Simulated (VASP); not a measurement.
# GeSb4Te7 (P-3m1) in VASP: further runs

GeSb4Te7 is run at these levels: r2SCAN; tasks: single point.

Program: VASP 6.6.1. These are calculated values, not measurements. Logs are shortened: lines on timing, memory, paths and dates and some standing lists are left out, and cuts for length are marked.

### 1 The cell of the first run

Symmetry: P-3m1, No. 164, trigonal system. The conventional cell has a = 4.242 Å, b = 4.242 Å, c = 23.879 Å, α = 90.00°, β = 90.00°, γ = 120.00°. Within 3.9 Å of Ge (site symmetry -3m) lie 6 Te at 2.96 Å. Sb (site symmetry 3m) has 6 Te at 2.98 to 3.14 Å within 3.9 Å. Sb (site symmetry 3m) has 6 Te at 2.98 to 3.16 Å within 3.9 Å. Within 3.9 Å of Te (site symmetry 3m) lie 3 Sb at 2.98 Å and 3 Te at 3.80 Å. Within 3.9 Å of Te (site symmetry 3m) lie 3 Sb at 2.98 Å and 3 Te at 3.80 Å. Within 3.9 Å of Te (site symmetry 3m) lie 3 Ge at 2.96 Å and 3 Sb at 3.16 Å. Te (site symmetry -3m) has 6 Sb at 3.14 Å and 12 Te at 4.24 to 4.42 Å within 4.5 Å.

### 2 Single point, r2SCAN (31.02 Å³/atom)

File POSCAR:

```
GeSb4Te7
1.0
    4.2424879196      0.0000000000      0.0000000000
   -2.1212439598      3.6741023136      0.0000000000
    0.0000000000      0.0000000000     23.8793140652
Ge Sb Te
1 4 7
Direct
    0.0000000000      0.0000000000      0.5000000000
    0.6666666667      0.3333333333      0.9173903043
    0.3333333333      0.6666666667      0.3466211862
    0.3333333333      0.6666666667      0.0826096957
    0.6666666667      0.3333333333      0.6533788138
    0.3333333333      0.6666666667      0.8460037856
    0.6666666667      0.3333333333      0.1539962144
    0.0000000000      0.0000000000      0.7243620489
    0.6666666667      0.3333333333      0.4302670609
    0.3333333333      0.6666666667      0.5697329391
    0.0000000000      0.0000000000      0.0000000000
    0.0000000000      0.0000000000      0.2756379511
```

File INCAR.step1:

```
SYSTEM = GeSb4Te7
  PREC = Accurate
  ENCUT = 520
  ISMEAR = 0
  SIGMA = 0.02
  LREAL = .False.
  LASPH = .True.
  NELM = 80
  NBANDS = 50
  GGA = PE
  ALGO = Normal
  EDIFF = 1E-4
  LWAVE = .True.
  LCHARG = .False.
```

File INCAR.step2:

```
SYSTEM = GeSb4Te7
  PREC = Accurate
  ENCUT = 520
  EDIFF = 1E-6
  ISMEAR = 0
  SIGMA = 0.02
  LREAL = .False.
  LASPH = .True.
  NELM = 80
  ALGO = Normal
  ISIF = 2
  LWAVE = .False.
  LCHARG = .True.
  METAGGA = R2SCAN
  LMIXTAU = .True.
  LELF = .True.
  LVHAR = .True.
  NBANDS = 50
  ISTART = 1
```

File KPOINTS:

```
Automatic mesh
0
Gamma
  6 6 2
  0 0 0
```

Potentials or basis: VASP PAW PBE potentials, release 64 (Ge_d, Sb, Te).

The run is started by

```sh
$ cat potpaw_PBE.64/Ge_d/POTCAR potpaw_PBE.64/Sb/POTCAR potpaw_PBE.64/Te/POTCAR > POTCAR
$ cp INCAR.step1 INCAR
$ mpirun -np 1 vasp_std > vasp.out
$ cp INCAR.step2 INCAR
$ mpirun -np 1 vasp_std > vasp.out
```

OUTCAR:

```text
SYSTEM = GeSb4Te7
   PREC = Accurate
   ENCUT = 520
   EDIFF = 1E-6
   ISMEAR = 0
   LREAL = .False.
   LASPH = .True.
   NELM = 80
   ISIF = 2
   METAGGA = R2SCAN
   ISTART = 1

 ion  position               nearest neighbor table
   1  0.000  0.000  0.500-   9 2.96  10 2.96  10 2.96   9 2.96   9 2.96  10 2.96
   2  0.667  0.333  0.917-   6 2.98   6 2.98   6 2.98  11 3.14  11 3.14  11 3.14
   3  0.333  0.667  0.347-  12 2.98  12 2.98  12 2.98   9 3.16   9 3.16   9 3.16
   4  0.333  0.667  0.083-   7 2.98   7 2.98   7 2.98  11 3.14  11 3.14  11 3.14
   5  0.667  0.333  0.653-   8 2.98   8 2.98   8 2.98  10 3.16  10 3.16  10 3.16
   6  0.333  0.667  0.846-   2 2.98   2 2.98   2 2.98
   7  0.667  0.333  0.154-   4 2.98   4 2.98   4 2.98
   8  0.000  0.000  0.724-   5 2.98   5 2.98   5 2.98
   9  0.667  0.333  0.430-   1 2.96   1 2.96   1 2.96   3 3.16   3 3.16   3 3.16
  10  0.333  0.667  0.570-   1 2.96   1 2.96   1 2.96   5 3.16   5 3.16   5 3.16
  11  0.000  0.000  0.000-   2 3.14   4 3.14   4 3.14   2 3.14   2 3.14   4 3.14
  12  0.000  0.000  0.276-   3 2.98   3 2.98   3 2.98

  LATTYP: Found a hexagonal cell.
 ALAT       =     4.2424879196
 C/A-ratio  =     5.6286109749

  Lattice vectors:

 A1 = (   4.2424879196,   0.0000000000,   0.0000000000)
 A2 = (  -2.1212439598,   3.6741023136,   0.0000000000)
 A3 = (   0.0000000000,   0.0000000000,  23.8793140652)

Analysis of symmetry for initial positions (statically):
=====================================================================
 Subroutine PRICEL returns:
 Original cell was already a primitive cell.

 Routine SETGRP: Setting up the symmetry group for a
 hexagonal supercell.

 Subroutine GETGRP returns: Found 12 space group operations
 (whereof 12 operations were pure point group operations)
 out of a pool of 24 trial point group operations.

The static configuration has the point symmetry D_3d.

Analysis of symmetry for dynamics (positions and initial velocities):
=====================================================================
 Subroutine PRICEL returns:
 Original cell was already a primitive cell.

 Routine SETGRP: Setting up the symmetry group for a
 hexagonal supercell.

 Subroutine GETGRP returns: Found 12 space group operations
 (whereof 12 operations were pure point group operations)
 out of a pool of 24 trial point group operations.

The dynamic configuration has the point symmetry D_3d.

 Subroutine INISYM returns: Found 12 space group operations
[... 116 lines left out ...]
   PSTRESS=    0.0 pullay stress
   NELECT =      76.0000    total number of electrons
   NUPDOWN=      -1.0000    fix difference up-down
   EMIN   =  10.00;   EMAX   =-10.00  energy-range for DOS
   EFERMI =   0.00;   METHOD = LEGACY
   ISMEAR =     0;   SIGMA  =   0.02  broadening in eV -4-tet -1-fermi 0-gaus
   EFERMI_NEDOS =   21; number of points for ismear=-14 and -15
   IALGO  =     38    algorithm
   IMIX   =      4    mixing-type and parameters
     AMIX     =   0.40;   BMIX     =  1.00
     AMIX_MAG =   1.60;   BMIX_MAG =  1.00
  volume/ion in A,a.u.               =      31.02       209.32
  Fermi-wavevector in a.u.,A,eV,Ry     =   0.964010  1.821714 12.644097  0.929315
  Thomas-Fermi vector in A             =   2.093604
   LORBIT       =      0    0 simple, 1 ext, 2 COOP (PROOUT), +10 PAW based schemes
   METAGGA = R2SCAN    functional components
   LHFCALC =     F    Hartree Fock is set to
   AEXX    =    0.0000 exact exchange contribution
   IVDW    =     0    specifies the selected vdW correction
   LEPSILON=     F    determine dielectric tensor
   LRPA    =     F    only Hartree local field effects (RPA)
 non-spin polarized calculation
 Gauss-broadening in eV      SIGMA  =   0.02
  energy-cutoff  :      520.00
  volume of cell :      372.21
 maximum number of plane-waves:     10074
 NGX is ok and might be reduce to    32
   NGX = 15   NGY = 15   NGZ = 89

 number of electron      76.0000005 magnetization

 Free energy of the ion-electron system (eV)
  ---------------------------------------------------
  ext. energy  EPLUGINS =         0.00000000
  ---------------------------------------------------
  free energy    TOTEN  =      -295.86218678 eV

  energy without entropy =     -295.86218678  energy(sigma->0) =     -295.86218678

 E-fermi :   6.7854     XC(G=0):  -9.8520

 val. band max:        6.6489109978   @ k =   0.0000   0.0000   0.5000
 cond. band min:       6.9043592075   @ k =   0.0000   0.0000   0.5000
 fundamental gap:      0.2554482097
 Fermi energy:         6.7854038430

 k-point     1 :       0.0000    0.0000    0.0000
  band No.  band energies     occupation
      1     -19.1353      2.00000
      2     -19.1353      2.00000
      3     -19.1259      2.00000
      4     -19.1235      2.00000
      5     -19.1235      2.00000
      6      -7.4332      2.00000
[... 731 lines left out ...]
     49      10.7421      0.00000
     50      10.7421      0.00000

------------------------ aborting loop because EDIFF is reached ----------------------------------------

  FORCE on cell =-STRESS in cart. coord.  units (eV):
  Direction    XX          YY          ZZ          XY          YZ          ZX
  --------------------------------------------------------------------------------------
  -------------------------------------------------------------------------------------
  Total        4.2861744      4.2861744      4.2827510     -0.0000000     -0.0000000      0.0000000
  in kB       18.4495895     18.4495895     18.4348538     -0.0000000     -0.0000000      0.0000000
  external PRESSURE =      18.4446776 kB  Pullay stress =       0.0000000 kB

 VOLUME and BASIS-vectors are now :
 -----------------------------------------------------------------------------
  energy-cutoff  :      520.00
  volume of cell :      372.21
      direct lattice vectors                 reciprocal lattice vectors
     4.242487920  0.000000000  0.000000000     0.235710748  0.136087664  0.000000000
    -2.121243960  3.674102314  0.000000000     0.000000000  0.272175327  0.000000000
     0.000000000  0.000000000 23.879314065     0.000000000  0.000000000  0.041877250

 POSITION                                       TOTAL-FORCE (eV/Angst)
 -----------------------------------------------------------------------------------
      0.00000      0.00000     11.93966         0.000000      0.000000      0.000000
      2.12124      1.22470     21.90665         0.000000      0.000000      0.031907
     -0.00000      2.44940      8.27708         0.000000     -0.000000      0.030510
     -0.00000      2.44940      1.97266        -0.000000     -0.000000     -0.031907
      2.12124      1.22470     15.60224         0.000000      0.000000     -0.030510
     -0.00000      2.44940     20.20199        -0.000000      0.000000     -0.026979
      2.12124      1.22470      3.67732         0.000000     -0.000000      0.026979
      0.00000      0.00000     17.29727        -0.000000     -0.000000      0.024994
      2.12124      1.22470     10.27448        -0.000000      0.000000     -0.004024
     -0.00000      2.44940     13.60483         0.000000      0.000000      0.004024
      0.00000      0.00000      0.00000         0.000000      0.000000      0.000000
      0.00000      0.00000      6.58205         0.000000      0.000000     -0.024994
 -----------------------------------------------------------------------------------
    total drift:                                0.000000     -0.000000     -0.000000

  FREE ENERGIE OF THE ION-ELECTRON SYSTEM (eV)
  ---------------------------------------------------
  free  energy   TOTEN  =      -295.8621867813 eV

  energy  without entropy=     -295.8621867813  energy(sigma->0) =     -295.86218678
```

OSZICAR.step1:

```text
N       E                     dE             d eps       ncg     rms          rms(c)
DAV:   1     0.577521455357E+03    0.57752E+03   -0.27176E+04  1548   0.153E+03
DAV:   2     0.458749268341E+02   -0.53165E+03   -0.50877E+03  1576   0.351E+02
DAV:   3    -0.389963963238E+02   -0.84871E+02   -0.80962E+02  1652   0.122E+02
DAV:   4    -0.444911803643E+02   -0.54948E+01   -0.53829E+01  1736   0.350E+01
DAV:   5    -0.446908477819E+02   -0.19967E+00   -0.19866E+00  1958   0.682E+00    0.138E+01
DAV:   6    -0.444025033096E+02    0.28834E+00   -0.59787E-01  1992   0.340E+00    0.921E+00
DAV:   7    -0.446057106632E+02   -0.20321E+00   -0.11216E+00  1858   0.544E+00    0.239E+00
DAV:   8    -0.444303531431E+02    0.17536E+00   -0.84108E-01  1944   0.482E+00    0.122E+00
DAV:   9    -0.444143313252E+02    0.16022E-01   -0.11062E-01  1664   0.153E+00    0.831E-01
DAV:  10    -0.444160475177E+02   -0.17162E-02   -0.31688E-02  1720   0.547E-01    0.595E-01
DAV:  11    -0.444155074859E+02    0.54003E-03   -0.23149E-03  1850   0.232E-01    0.272E-01
DAV:  12    -0.444157424713E+02   -0.23499E-03   -0.20375E-03  1728   0.140E-01    0.856E-02
DAV:  13    -0.444157370097E+02    0.54615E-05   -0.37032E-04  1532   0.745E-02
   1 F= -.44415737E+02 E0= -.44415737E+02  d E =-.585748E-11
```

It took 16 min on 1 thread of Intel Xeon Platinum 8488C (Sapphire Rapids), shared host; peak memory 0.6 GiB.

Results:

```
Free energy            : -295.8622 eV
Pressure               : 1.8 GPa
Largest force          : 0.032 eV/Å
Band gap on the k mesh : 0.26 eV
```

Forces in eV/Å, atoms in the order of the input:
```
Ge   0.000  0.000  0.000
Sb   0.000  0.000  0.032
Sb   0.000  0.000  0.031
Sb   0.000  0.000 -0.032
Sb   0.000  0.000 -0.031
Te   0.000  0.000 -0.027
Te   0.000  0.000  0.027
Te   0.000  0.000  0.025
Te   0.000  0.000 -0.004
Te   0.000  0.000  0.004
Te   0.000  0.000  0.000
Te   0.000  0.000 -0.025
```

Caveat: the PAW data sets were made with another functional, which shifts forces and pressure a little; spin-orbit coupling is left out, which moves the levels of the heavy elements. A k mesh can miss the band edges.

(Continued in part 2 of 2.)
